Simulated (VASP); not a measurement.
A run of VASP 6.6.1 is set up as follows.

Contents of POSCAR:

```
W
1.0
    0.0000000000      2.0300000000      2.0300000000
    2.0300000000      0.0000000000      2.0300000000
    2.0300000000      2.0300000000      0.0000000000
W
1
Direct
    0.0000000000      0.0000000000      0.0000000000
```

File INCAR.step1:

```
  ALGO = Normal
  EDIFF = 1E-4
  ENCUT = 520
  GGA = PE
  ISMEAR = -1
  LASPH = True
  LCHARG = False
  LREAL = False
  LWAVE = True
  NBANDS = 13
  NELM = 80
  PREC = Accurate
  SIGMA = 0.1
```

The input INCAR.step2:

```
  ALGO = Normal
  EDIFF = 1E-6
  ENCUT = 520
  ISIF = 2
  ISMEAR = -1
  ISTART = 1
  LASPH = True
  LCHARG = False
  LMIXTAU = True
  LREAL = False
  LWAVE = False
  METAGGA = R2SCAN
  NBANDS = 13
  NELM = 80
  PREC = Accurate
  SIGMA = 0.1
```

Contents of KPOINTS:

```
k-points
0
Gamma
  12 12 12
```

Potentials or basis: VASP PAW PBE potentials, release 64 (W_sv).

Command:

```bash
$ cat potpaw_PBE.64/W_sv/POTCAR > POTCAR
$ cp INCAR.step1 INCAR
$ mpirun -np 1 vasp_std > vasp.out
$ cp INCAR.step2 INCAR
$ mpirun -np 1 vasp_std > vasp.out
```

(1) Estimate the band gap on the k mesh.

(2) What does it give for the pressure?

## Answers

(1) zero (band 7 reaches 12.98 eV, above the bottom of band 8 at 9.52 eV).

(2) -8.1 GPa.

Caveat: the PAW data sets were made with another functional, which shifts forces and pressure a little; spin-orbit coupling is left out, which moves the levels of the heavy elements.
